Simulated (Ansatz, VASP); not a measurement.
H4CO in VASP and in Ansatz

```
C O H
1.0
     7.38032    0.00000    0.00000
     0.00000    7.38032    0.00000
     0.00000    0.00000    7.38032
C O H
6 6 24
Direct
  0.98982 0.04577 0.75775
  0.90862 0.17381 0.30434
  0.61245 0.71899 0.77661
  0.55973 0.56001 0.25526
  0.48485 0.21390 0.84036
  0.13171 0.61081 0.48973
  0.91096 0.17326 0.87781
  0.99132 0.00809 0.24728
  0.44095 0.80741 0.75877
  0.41788 0.46736 0.16272
  0.54250 0.10753 0.99209
  0.19541 0.47434 0.61103
  0.12654 0.09362 0.72309
  0.79847 0.12279 0.92580
  0.00071 0.90939 0.81846
  0.91219 0.03608 0.62969
  0.88374 0.25306 0.18117
  0.01920 0.93876 0.35613
  0.77714 0.14980 0.37234
  0.99646 0.25356 0.39479
  0.58462 0.57644 0.80658
  0.46108 0.92228 0.69685
  0.69191 0.72720 0.65044
  0.69300 0.77649 0.88855
  0.54397 0.70497 0.22469
  0.43729 0.33774 0.17849
  0.55096 0.54156 0.40321
  0.69511 0.51737 0.20830
  0.55082 0.34587 0.85355
  0.48100 0.99079 0.98155
  0.52952 0.15690 0.70887
  0.33770 0.23419 0.83922
  0.14849 0.55766 0.35193
  0.18731 0.52163 0.73355
  0.98692 0.64271 0.51283
  0.21264 0.73615 0.50178
```

Alike in both runs: functional PBE; dispersion D3(BJ); k mesh 1 × 1 × 1; occupations fermi-dirac, width 0.05 eV; no spin polarisation.

Ansatz relaxed the structure, and its values are those at the end. VASP's run is a single point on that final structure, the one shown.

|  | VASP | Ansatz |
| --- | --- | --- |
| version | VASP 6.6.1 | Ansatz 0.2.0 |
| potentials or method | VASP PAW PBE potentials, release 64 (C, O, H), cutoff 520 eV | scalar-relativistic, plane waves, PAW |
| valence electrons in the cell | 84 | 84 |

Ansatz gave:

* rms of the force components (eV/Å): 0.057

Task: Which values does VASP return?

Result: rms of the force components (eV/Å): 0.073.
